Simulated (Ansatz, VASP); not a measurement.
# Two plane-wave programs on LuZrBr6

INCAR

```
ALGO = Normal ; EDIFF = 1E-6
ENCUT = 520 ; GGA = PE
ISIF = 2 ; ISMEAR = 0
LASPH = T ; LCHARG = T
LELF = T ; LREAL = F
LVHAR = T ; LWAVE = F
NBANDS = 50 ; NELM = 100
PREC = Accurate ; SIGMA = 0.1
```

File KPOINTS:

```
k-points
0
Gamma
  6 6 2
```

Contents of POSCAR:

```
LuZrBr6
1.0
    5.3678222700      0.0000000000      0.0000000000
   -2.6839111300      4.6486704500      0.0000000000
    0.0000000000      0.0000000000     10.8624372700
Lu Zr Br
1 1 6
Direct
    0.0000000000      0.0000000000      0.0000000000
    0.0000000000      0.0000000000      0.5000000000
    0.3952277900      0.0000000000      0.6856942600
    0.0000000000      0.3952277900      0.6856942600
    0.6047722100      0.6047722100      0.6856942600
    0.3952277900      0.0000000000      0.3143057400
    0.0000000000      0.3952277900      0.3143057400
    0.6047722100      0.6047722100      0.3143057400
```

Input for Ansatz:

```yaml
crystal:
  lattice:
    - [5.36782227, 0.0, 0.0]
    - [-2.68391113, 4.64867045, 0.0]
    - [0.0, 0.0, 10.86243727]
  atoms:
    - { symbol: Lu, position: [0.0, 0.0, 0.0] }
    - { symbol: Zr, position: [0.0, 0.0, 0.5] }
    - { symbol: Br, position: [0.39522779, 0.0, 0.68569426] }
    - { symbol: Br, position: [0.0, 0.39522779, 0.68569426] }
    - { symbol: Br, position: [0.60477221, 0.60477221, 0.68569426] }
    - { symbol: Br, position: [0.39522779, 0.0, 0.31430574] }
    - { symbol: Br, position: [0.0, 0.39522779, 0.31430574] }
    - { symbol: Br, position: [0.60477221, 0.60477221, 0.31430574] }
basis:
  ecutwfc: 420
kpoints:
  mp_grid: { grid: [6, 6, 2] }
hamiltonian:
  xc: pbe
scf:
  occupations: { method: gaussian, width: 0.1 }
  lower_state_search: "off"
output:
  forces: true
  stress: true
  eigenvalues: true
```

Alike in both runs: task single point; functional PBE; k mesh 6 × 6 × 2; occupations gaussian, width 0.1 eV; no spin polarisation.

|  | VASP | Ansatz |
| --- | --- | --- |
| version | VASP 6.6.1 | Ansatz 0.2.0 |
| potentials or method | VASP PAW PBE potentials, release 64 (Lu, Zr_sv, Br), cutoff 520 eV | scalar-relativistic, plane waves, PAW |
| valence electrons in the cell | 79 | 79 |

```tsv
	VASP	Ansatz	Ansatz less VASP
gap on the k mesh at the Fermi level (eV)	none	none	-
pressure (GPa)	3.8	3.8	-0.02
traceless stress, the component that is largest in VASP (GPa)	-14.62	-14.61	+0.009
rms of the force components (eV/Å)	1.267	1.267	+0.0003
```

Atom by atom the forces differ by 0.000 eV/Å (rms over components). A gap of «none» marks a metal or a gap that the smearing closes.

Neither program's run includes spin-orbit coupling.
